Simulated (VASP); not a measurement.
**MnF2: single point with PBEsol**

MnF2:

```xyz
6
Lattice="4.8689 0.0000 0.0000 0.0000 4.8689 0.0000 0.0000 0.0000 3.2959" Properties=species:S:1:pos:R:3 pbc="T T T"
Mn    0.0000    0.0000    0.0000
Mn    2.4344    2.4344    1.6480
F     1.4857    1.4857    0.0000
F     0.9487    3.9202    1.6480
F     3.3831    3.3831    0.0000
F     3.9202    0.9487    1.6480
```

```json
{
  "Program": "VASP 6.6.1",
  "Task": "single point",
  "Functional": "PBEsol",
  "Potentials or basis": "VASP PAW PBE potentials, release 64 (Mn_pv, F)",
  "Cutoff": "520 eV",
  "k mesh": "5 × 5 × 7",
  "Occupations": "fermi-dirac, width 0.05 eV",
  "Spin": "collinear spin, ferromagnetic start",
  "Starting moments": "[5.2, 5.2, 0.0, 0.0, 0.0, 0.0] μB",
  "Dipole correction": "no",
  "Further INCAR settings": "ALGO = Normal; EDIFF = 1e-06; NBANDS = 40"
}
```

```json
{
 "Pressure": "0.0 GPa",
 "Largest force": "0.004 eV/Å",
 "Band gap on the k mesh": "0.93 eV",
 "Net moment": "10.00 μB per cell",
 "Site moments": "Mn +4.58; F +0.09 μB",
 "Valence electrons inside the program's atomic spheres": "Mn 11.27; F 6.08"
}
```

Forces in eV/Å, atoms in the order of the input:
```
Mn   0.000  0.000  0.000
Mn   0.000  0.000  0.000
F   -0.003 -0.003  0.000
F    0.003 -0.003  0.000
F    0.003  0.003  0.000
F   -0.003  0.003  0.000
```

Stress tensor (GPa, compression positive):
```
0.01 0.00 0.00
0.00 0.01 0.00
0.00 0.00 0.12
```

Levels at points of the mesh, in eV from the valence-band top:
Spin up:
```csv
k point,band 30,band 31,band 32,band 33,band 34,band 35
"(0.00, 0.00, 0.00)",-0.56,-0.56,0.00,0.93,6.25,6.25
```
Spin down:
```csv
k point,band 20,band 21,band 22,band 23,band 24,band 25
"(0.00, 0.00, 0.00)",-4.74,-4.74,-4.44,1.61,1.65,2.07
```

Wall time 76 s on 1 thread of Intel(R) Xeon(R) Platinum 8488C (Sapphire Rapids) (shared host), peak memory 0.27 GiB.

Caveat: the PAW data sets were made with another functional, which shifts forces and pressure a little; the run started ferromagnetic, and an antiferromagnetic order may lie lower in energy. A k mesh can miss the band edges.
